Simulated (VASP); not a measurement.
Write the native input for VASP 6.6.1 that does the following.

```
Task                   : single point
Functional             : PBE
Potentials or basis    : VASP PAW PBE potentials, release 64 (Mn_pv, H)
Cutoff                 : 520 eV
k mesh                 : 6 × 6 × 4
Occupations            : gaussian, width 0.1 eV
Spin                   : collinear spin, ferromagnetic start
Starting moments       : [4.0, 0.0, 0.0, 0.0, 0.0] μB
Dipole correction      : no
Further INCAR settings : ALGO = Normal; EDIFF = 1e-06; NBANDS = 20
```

The structure of MnH4 lies in POSCAR:

```
MnH4
1.0
    2.9042195400      0.0000000000      0.0000000000
    0.0000000000      2.9042195400      0.0000000000
    0.0000000000      0.0000000000      5.6550497700
Mn H
1 4
Direct
    0.5000000000      0.5000000000      0.5000000000
    0.0000000000      0.5000000000      0.1420885900
    0.5000000000      0.0000000000      0.1420885900
    0.0000000000      0.5000000000      0.8579114100
    0.5000000000      0.0000000000      0.8579114100
```

The input as run:

INCAR

```
PREC = Accurate ; ENCUT = 520
EDIFF = 1E-6 ; ISMEAR = 0
SIGMA = 0.1 ; LREAL = F
LASPH = T ; NELM = 150
ALGO = Normal ; ISIF = 2
LWAVE = F ; LCHARG = F
ISPIN = 2 ; MAGMOM = 4 0 0 0 0
LORBIT = 11 ; LMAXMIX = 4
GGA = PE ; NBANDS = 20
```

KPOINTS

```
regular mesh
0
Gamma
  6 6 4
```

Potentials or basis: VASP PAW PBE potentials, release 64 (Mn_pv, H).

Launch:

```sh
$ cat potpaw_PBE.64/Mn_pv/POTCAR potpaw_PBE.64/H/POTCAR > POTCAR
$ mpirun -np 1 vasp_std > vasp.out
```

It gave:

```yaml
Pressure: -19.2 GPa
Largest_force: 0.372 eV/Å
Net_moment: 4.02 μB per cell
Site_moments: Mn +3.88; H -0.01 μB
Valence_electrons_inside_the_program's_atomic_spheres: Mn 11.27; H 0.38
```

Caveat: the k points lie up to 0.36 Å⁻¹ apart.

It took 30 s on 1 thread of Intel(R) Xeon(R) 6975P-C (Granite Rapids), on a shared host, peak memory 0.2 GiB.
